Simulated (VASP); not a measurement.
# Pb (Fm-3m) in VASP: notebook

Runs on Pb. Level: PBE. Tasks: single point.

Program: VASP 6.6.1. These are calculated values, not measurements. Logs are shortened: lines on timing, memory, paths and dates and some standing lists are left out, and cuts for length are marked.

## (1) The cell of the first run

It takes space group Fm-3m (No. 225, cubic). Conventional cell: a = 4.979 Å, b = 4.979 Å, c = 4.979 Å, α = 90.00°, β = 90.00°, γ = 90.00°. Within 4.6 Å of Pb (site symmetry m-3m) lie 12 Pb at 3.52 Å.

## (2) Single point, PBE

INCAR

```
PREC = Accurate ; ENCUT = 500
EDIFF = 1E-6 ; ISMEAR = 0
SIGMA = 0.05 ; LREAL = False
LASPH = True ; NELM = 120
ALGO = Normal ; ISIF = 2
LWAVE = False ; LCHARG = True
GGA = PE ; LELF = True
LVHAR = True ; NBANDS = 13
GGA_COMPAT = False
```

KPOINTS

```
Automatic mesh
0
Gamma
  8 8 8
```

POSCAR

```
Pb
1.0
    0.0000000000      2.4894217782      2.4894217782
    2.4894217782      0.0000000000      2.4894217782
    2.4894217782      2.4894217782      0.0000000000
Pb
1
Direct
    0.0000000000      0.0000000000      0.0000000000
```

Potentials or basis: VASP PAW PBE potentials, release 64 (Pb_d).

Command:

```console
$ cat potpaw_PBE.64/Pb_d/POTCAR > POTCAR
$ mpirun -np 1 vasp_std > vasp.out
```

OUTCAR:

```text
PREC = Accurate
   ENCUT = 500
   EDIFF = 1E-6
   ISMEAR = 0
   LREAL = False
   LASPH = True
   NELM = 120
   ISIF = 2
   GGA = PE

 ion  position               nearest neighbor table
   1  0.000  0.000  0.000-

  LATTYP: Found a face centered cubic cell.
 ALAT       =     4.9788435564

  Lattice vectors:

 A1 = (   0.0000000000,   2.4894217782,   2.4894217782)
 A2 = (   2.4894217782,   0.0000000000,   2.4894217782)
 A3 = (   2.4894217782,   2.4894217782,   0.0000000000)

Analysis of symmetry for initial positions (statically):
=====================================================================
 Subroutine PRICEL returns:
 Original cell was already a primitive cell.

 Routine SETGRP: Setting up the symmetry group for a
 face centered cubic supercell.

 Subroutine GETGRP returns: Found 48 space group operations
 (whereof 48 operations were pure point group operations)
 out of a pool of 48 trial point group operations.

The static configuration has the point symmetry O_h .

Analysis of symmetry for dynamics (positions and initial velocities):
=====================================================================
 Subroutine PRICEL returns:
 Original cell was already a primitive cell.

 Routine SETGRP: Setting up the symmetry group for a
 face centered cubic supercell.

 Subroutine GETGRP returns: Found 48 space group operations
 (whereof 48 operations were pure point group operations)
 out of a pool of 48 trial point group operations.

The dynamic configuration has the point symmetry O_h .

 Subroutine INISYM returns: Found 48 space group operations
 (whereof 48 operations are pure point group operations),
 and found     1 'primitive' translations

----------------------------------------------------------------------------------------

                                     Primitive cell

  volume of cell :      30.8550

  direct lattice vectors                    reciprocal lattice vectors
     0.000000000  2.489421778  2.489421778    -0.200849854  0.200849854  0.200849854
     2.489421778  0.000000000  2.489421778     0.200849854 -0.200849854  0.200849854
     2.489421778  2.489421778  0.000000000     0.200849854  0.200849854 -0.200849854

  length of vectors
     3.520574041  3.520574041  3.520574041     0.347882151  0.347882151  0.347882151

  position of ions in fractional coordinates (direct lattice)
     0.000000000  0.000000000  0.000000000

  ion indices of the primitive-cell ions
   primitive index   ion index
                 1           1

----------------------------------------------------------------------------------------

 KPOINTS: Automatic mesh

Automatic generation of k-mesh.
 Grid dimensions read from file:
 generate k-points for:    8    8    8

 Generating k-lattice:

  Cartesian coordinates                     Fractional coordinates (reciprocal lattice)
    -0.025106232  0.025106232  0.025106232     0.125000000  0.000000000  0.000000000
     0.025106232 -0.025106232  0.025106232     0.000000000  0.125000000  0.000000000
     0.025106232  0.025106232 -0.025106232     0.000000000  0.000000000  0.125000000

  Length of vectors
     0.043485269  0.043485269  0.043485269

  Shift w.r.t. Gamma in fractional coordinates (k-lattice)
     0.000000000  0.000000000  0.000000000

 Subroutine IBZKPT returns following result:
 ===========================================

 Found     29 irreducible k-points:

 Following reciprocal coordinates:
            Coordinates               Weight
  0.000000  0.000000  0.000000      1.000000
  0.125000  0.000000  0.000000      8.000000
  0.250000  0.000000  0.000000      8.000000
  0.375000  0.000000  0.000000      8.000000
  0.500000  0.000000  0.000000      4.000000
  0.125000  0.125000  0.000000      6.000000
[... 16 lines left out ...]
  0.500000  0.250000  0.125000     48.000000
 -0.375000  0.250000  0.125000     24.000000
 [... further k-points ...]
   k-points           NKPTS =     29   k-points in BZ     NKDIM =     29   number of bands    NBANDS=     13
   number of dos      NEDOS =    301   number of ions     NIONS =      1
   total plane-waves  NPLWV =  21952
   dimension x,y,z NGX =    28 NGY =   28 NGZ =   28
   dimension x,y,z NGXF=    56 NGYF=   56 NGZF=   56
   ions per type =               1
   NGX,Y,Z   is equivalent  to a cutoff of  13.22, 13.22, 13.22 a.u.
   NGXF,Y,Z  is equivalent  to a cutoff of  26.44, 26.44, 26.44 a.u.
 SYSTEM =  unknown system
   PREC   = accura    normal or accurate (medium, high low for compatibility)
   ISTART =      0    job   : 0-new  1-cont  2-samecut
   ICHARG =      2    charge: 1-file 2-atom 10-const
   ISPIN  =      1    spin polarized calculation?
   LNONCOLLINEAR =      F non collinear calculations
   LSORBIT =      F    spin-orbit coupling
   LASPH  =      T    aspherical Exc in radial PAW
   ENCUT  =  500.0 eV  36.75 Ry    6.06 a.u.   6.42  6.42  6.42*2*pi/ulx,y,z
   NELM   =    120;   NELMIN=  2; NELMDL= -5     # of ELM steps
   EDIFF  = 0.1E-05   stopping-criterion for ELM
   LREAL  =      F    real-space projection
   EDIFFG = 0.1E-04   stopping-criterion for IOM
   NSW    =      0    number of steps for IOM
   IBRION =     -1    ionic relax: 0-MD 1-quasi-New 2-CG
   NFREE  =      0    steps in history (QN), initial steepest desc. (CG)
   ISIF   =      2    stress and relaxation
   ISYM   =      2    0-nonsym 1-usesym 2-fastsym
   POTIM  = 0.5000    time-step for ionic-motion
   TEBEG  =    0.0;   TEEND  =   0.0 temperature during run
   PSTRESS=    0.0 pullay stress
   NELECT =      14.0000    total number of electrons
   NUPDOWN=      -1.0000    fix difference up-down
   EMIN   =  10.00;   EMAX   =-10.00  energy-range for DOS
   EFERMI =   0.00;   METHOD = LEGACY
   ISMEAR =     0;   SIGMA  =   0.05  broadening in eV -4-tet -1-fermi 0-gaus
   EFERMI_NEDOS =   21; number of points for ismear=-14 and -15
   IALGO  =     38    algorithm
   IMIX   =      4    mixing-type and parameters
     AMIX     =   0.40;   BMIX     =  1.00
     AMIX_MAG =   1.60;   BMIX_MAG =  1.00
  volume/ion in A,a.u.               =      30.85       208.22
  Fermi-wavevector in a.u.,A,eV,Ry     =   1.257986  2.377248 21.531600  1.582528
  Thomas-Fermi vector in A             =   2.391618
   LORBIT       =      0    0 simple, 1 ext, 2 COOP (PROOUT), +10 PAW based schemes
   GGA     = PE    functional components
   LHFCALC =     F    Hartree Fock is set to
   AEXX    =    0.0000 exact exchange contribution
   IVDW    =     0    specifies the selected vdW correction
   LEPSILON=     F    determine dielectric tensor
   LRPA    =     F    only Hartree local field effects (RPA)
 non-spin polarized calculation
 Gauss-broadening in eV      SIGMA  =   0.05
  energy-cutoff  :      500.00
  volume of cell :       30.85
 maximum number of plane-waves:       817
 NGX is ok and might be reduce to    28
   NGX = 13   NGY = 13   NGZ = 13

 number of electron      14.0000000 magnetization

 Free energy of the ion-electron system (eV)
  ---------------------------------------------------
  ext. energy  EPLUGINS =         0.00000000
  ---------------------------------------------------
  free energy    TOTEN  =        -3.57420249 eV

  energy without entropy =       -3.57390695  energy(sigma->0) =       -3.57405472

 E-fermi :   6.9638     XC(G=0): -10.1000

 val. band max:        6.9025192300   @ k =   0.3750   0.2500   0.0000
 cond. band min:       7.2021990725   @ k =  -0.3750   0.2500   0.0000
 fundamental gap:      0.2996798425
 Fermi energy:         6.9637569651

 k-point     1 :       0.0000    0.0000    0.0000
  band No.  band energies     occupation
      1      -9.9655      2.00000
      2      -9.9655      2.00000
      3      -9.9655      2.00000
      4      -9.8330      2.00000
      5      -9.8330      2.00000
      6      -4.5467      2.00000
      7      14.3717      0.00000
      8      14.3717      0.00000
      9      14.3717      0.00000
     10      16.8409      0.00000
     11      18.2087      0.00000
     12      19.4473      0.00000
     13      19.4473      0.00000

 k-point     2 :       0.1250    0.0000    0.0000
  band No.  band energies     occupation
      1      -9.9661      2.00000
      2      -9.9466      2.00000
      3      -9.9466      2.00000
      4      -9.8324      2.00000
      5      -9.8324      2.00000
      6      -4.2512      2.00000
      7      11.6153      0.00000
      8      14.0306      0.00000
      9      14.0306      0.00000
     10      16.3604      0.00000
     11      19.4007      0.00000
     12      20.0460      0.00000
     13      20.0460      0.00000

 k-point     3 :       0.2500    0.0000    0.0000
  band No.  band energies     occupation
      1      -9.9723      2.00000
      2      -9.9318      2.00000
      3      -9.9318      2.00000
      4      -9.7991      2.00000
      5      -9.7991      2.00000
      6      -3.3720      2.00000
      7       7.8171      0.00000
      8      13.3557      0.00000
      9      13.3557      0.00000
     10      15.9947      0.00000
     11      18.5064      0.00000
     12      19.3336      0.00000
     13      19.3336      0.00000

 k-point     4 :       0.3750    0.0000    0.0000
  band No.  band energies     occupation
      1      -9.9841      2.00000
      2      -9.9462      2.00000
      3      -9.9462      2.00000
      4      -9.7349      2.00000
      5      -9.7349      2.00000
      6      -2.0164      2.00000
      7       4.5976      2.00000
      8      12.7906      0.00000
      9      12.7906      0.00000
     10      15.9812      0.00000
     11      17.1831      0.00000
     12      18.4780      0.00000
     13      18.4780      0.00000

 k-point     5 :       0.5000    0.0000    0.0000
  band No.  band energies     occupation
      1      -9.9904      2.00000
      2      -9.9552      2.00000
      3      -9.9552      2.00000
      4      -9.7049      2.00000
      5      -9.7049      2.00000
      6      -1.0217      2.00000
      7       2.9703      2.00000
      8      12.5753      0.00000
      9      12.5753      0.00000
     10      16.3174      0.00000
     11      16.4017      0.00000
     12      18.1904      0.00000
     13      18.1904      0.00000
[... 257 lines left out ...]
 k-point    22 :       0.3750    0.2500    0.1250
  band No.  band energies     occupation
      1     -10.0001      2.00000
      2      -9.9233      2.00000
      3      -9.8649      2.00000
      4      -9.8277      2.00000
      5      -9.7511      2.00000
      6      -2.6094      2.00000
      7       7.6850      0.00000
      8       9.4973      0.00000
      9      12.0484      0.00000
     10      16.0986      0.00000
     11      16.6537      0.00000
     12      19.6695      0.00000
     13      22.2077      0.00000

 k-point    23 :       0.5000    0.2500    0.1250
  band No.  band energies     occupation
      1      -9.9766      2.00000
      2      -9.9430      2.00000
      3      -9.8635      2.00000
      4      -9.7883      2.00000
      5      -9.7270      2.00000
      6      -1.3298      2.00000
      7       5.2663      2.00000
      8       8.5778      0.00000
      9      10.8751      0.00000
     10      15.8840      0.00000
     11      18.1186      0.00000
     12      19.4858      0.00000
     13      22.2193      0.00000

 k-point    24 :      -0.3750    0.2500    0.1250
  band No.  band energies     occupation
      1      -9.9680      2.00000
      2      -9.9485      2.00000
      3      -9.8493      2.00000
      4      -9.7931      2.00000
      5      -9.7116      2.00000
      6      -0.4505      2.00000
      7       3.8722      2.00000
      8       8.4664      0.00000
      9      10.3356      0.00000
     10      15.7854      0.00000
     11      17.9340      0.00000
     12      22.1359      0.00000
     13      22.5630      0.00000

 [... further k-points ...]

------------------------ aborting loop because EDIFF is reached ----------------------------------------

  FORCE on cell =-STRESS in cart. coord.  units (eV):
  Direction    XX          YY          ZZ          XY          YZ          ZX
  --------------------------------------------------------------------------------------
  -------------------------------------------------------------------------------------
  Total        0.3217043      0.3217043      0.3217043      0.0000000      0.0000000     -0.0000000
  in kB       16.7048298     16.7048298     16.7048298      0.0000000      0.0000000     -0.0000000
  external PRESSURE =      16.7048298 kB  Pullay stress =       0.0000000 kB

 VOLUME and BASIS-vectors are now :
 -----------------------------------------------------------------------------
  energy-cutoff  :      500.00
  volume of cell :       30.85
      direct lattice vectors                 reciprocal lattice vectors
     0.000000000  2.489421778  2.489421778    -0.200849854  0.200849854  0.200849854
     2.489421778  0.000000000  2.489421778     0.200849854 -0.200849854  0.200849854
     2.489421778  2.489421778  0.000000000     0.200849854  0.200849854 -0.200849854

 POSITION                                       TOTAL-FORCE (eV/Angst)
 -----------------------------------------------------------------------------------
      0.00000      0.00000      0.00000         0.000000      0.000000     -0.000000
 -----------------------------------------------------------------------------------
    total drift:                               -0.000000     -0.000000     -0.000000

  FREE ENERGIE OF THE ION-ELECTRON SYSTEM (eV)
  ---------------------------------------------------
  free  energy   TOTEN  =        -3.5742024928 eV

  energy  without entropy=       -3.5739069545  energy(sigma->0) =       -3.57405472
```

Run time: 18 s. Hardware: 1 thread of Intel Xeon 8259CL, shared host; peak memory 0.15 GiB.

Results:

```yaml
Free_energy: -3.5742 eV
Pressure: 1.7 GPa
Band_gap_on_the_k_mesh: zero (band 7 reaches 14.37 eV, above the bottom of band 8 at 5.75 eV)
```

Caveat: spin-orbit coupling is left out, which moves the levels of the heavy elements.

## (3) Single point, PBE

This run uses another cell than the first one, of 32.05 Å³/atom, 1.039 times its volume.

INCAR

```
ALGO = Normal
EDIFF = 1E-6
ENCUT = 500
GGA = PE
GGA_COMPAT = False
ISIF = 2
ISMEAR = 0
LASPH = True
LCHARG = True
LELF = True
LREAL = False
LVHAR = True
LWAVE = False
NBANDS = 13
NELM = 120
PREC = Accurate
SIGMA = 0.05
```

KPOINTS

```
k-points
0
Gamma
  8 8 8
```

POSCAR

```
Pb
1.0
    0.0000000000      2.5212292312      2.5212292312
    2.5212292312      0.0000000000      2.5212292312
    2.5212292312      2.5212292312      0.0000000000
Pb
1
Direct
    0.0000000000      0.0000000000      0.0000000000
```

Potentials or basis: VASP PAW PBE potentials, release 64 (Pb_d).

Command:

```console
$ cat potpaw_PBE.64/Pb_d/POTCAR > POTCAR
$ mpirun -np 1 vasp_std > vasp.out
```

Run time: 17 s. Hardware: 1 thread of Intel Xeon 8259CL, shared host; peak memory 0.16 GiB.

The run converged. Its results:

| Quantity | Value |
| --- | --- |
| Free energy | -3.5806 eV |
| Pressure | 0.0 GPa |
| Band gap on the k mesh | zero (band 7 reaches 13.66 eV, above the bottom of band 8 at 5.41 eV) |

Levels at points of the mesh, in eV from the Fermi level:
| k point | band 5 | band 6 | band 7 | band 8 | band 9 | band 10 |
| --- | --- | --- | --- | --- | --- | --- |
| (0.00, 0.00, 0.00) | -16.74 | -11.21 | 7.17 | 7.17 | 7.17 | 9.90 |
| (0.50, 0.00, 0.00) | -16.62 | -7.90 | -3.76 | 5.46 | 5.46 | 9.17 |
| (0.50, 0.50, 0.00) | -16.59 | -6.62 | -2.87 | 2.17 | 2.17 | 5.40 |

Caveat: spin-orbit coupling is left out, which moves the levels of the heavy elements.
